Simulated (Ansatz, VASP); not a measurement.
## Two plane-wave programs on Ag

POSCAR

```
Ag
1.0
   -2.0352828653      1.6764791990      1.6764791990
    1.6764791990     -2.0352828653      1.6764791990
    1.6764791990      1.6764791990     -2.0352828653
Ag
1
Direct
    0.0000000000      0.0000000000      0.0000000000
```

File INCAR.step1:

```
SYSTEM = Ag
ALGO = Normal
EDIFF = 1E-4
ENCUT = 520
GGA = PE
ISMEAR = 0
LASPH = .True.
LCHARG = .False.
LREAL = .False.
LWAVE = .True.
NBANDS = 12
NELM = 100
PREC = Accurate
SIGMA = 0.15
```

The input INCAR.step2:

```
SYSTEM = Ag
ALGO = Normal
EDIFF = 1E-7
ENCUT = 520
ISIF = 2
ISMEAR = 0
ISTART = 1
LASPH = .True.
LCHARG = .False.
LMIXTAU = .True.
LREAL = .False.
LWAVE = .False.
METAGGA = R2SCAN
NBANDS = 12
NELM = 100
PREC = Accurate
SIGMA = 0.15
```

Contents of KPOINTS:

```
k-points
0
Gamma
  22 22 22
  0 0 0
```

Input for Ansatz:

```yaml
crystal:
  lattice:
    - [-2.0352828653, 1.676479199, 1.676479199]
    - [1.676479199, -2.0352828653, 1.676479199]
    - [1.676479199, 1.676479199, -2.0352828653]
  atoms:
    - { symbol: Ag, position: [0.0, 0.0, 0.0] }
basis:
  ecutwfc: 500
kpoints:
  mp_grid: { grid: [22, 22, 22] }
hamiltonian:
  xc: r2scan
scf:
  occupations: { method: gaussian, width: 0.15 }
output:
  forces: true
  stress: true
  eigenvalues: true
  write_density: true
  write_potential: true
  elf: true
  volumetric_format: npy
```

Alike in both runs: task single point; functional r2SCAN; k mesh 22 × 22 × 22; occupations gaussian, width 0.15 eV; no spin polarisation.

```csv
,VASP,Ansatz
version,VASP 6.6.1,Ansatz 0.2.0
potentials or method,"VASP PAW PBE potentials, release 64 (Ag), cutoff 520 eV","scalar-relativistic, plane waves, PAW"
valence electrons in the cell,11,19
```

Ansatz gave:

| Item | Value |
| --- | --- |
| gap on the k mesh at the Fermi level (eV) | none |
| pressure (GPa) | 22.4 |
| traceless stress, the component that is largest in VASP (GPa) | 33.90 |

Question: What did VASP give for the same quantities?

Answer: gap on the k mesh at the Fermi level (eV): none; pressure (GPa): 22.5; traceless stress, the component that is largest in VASP (GPa): 34.07.

VASP's potentials were made for PBE, not for r2SCAN. A gap of «none» marks a metal or a gap that the smearing closes. VASP's potentials hold 11 valence electrons a cell and Ansatz's 19, so a difference there can come from the potentials and not from the codes.
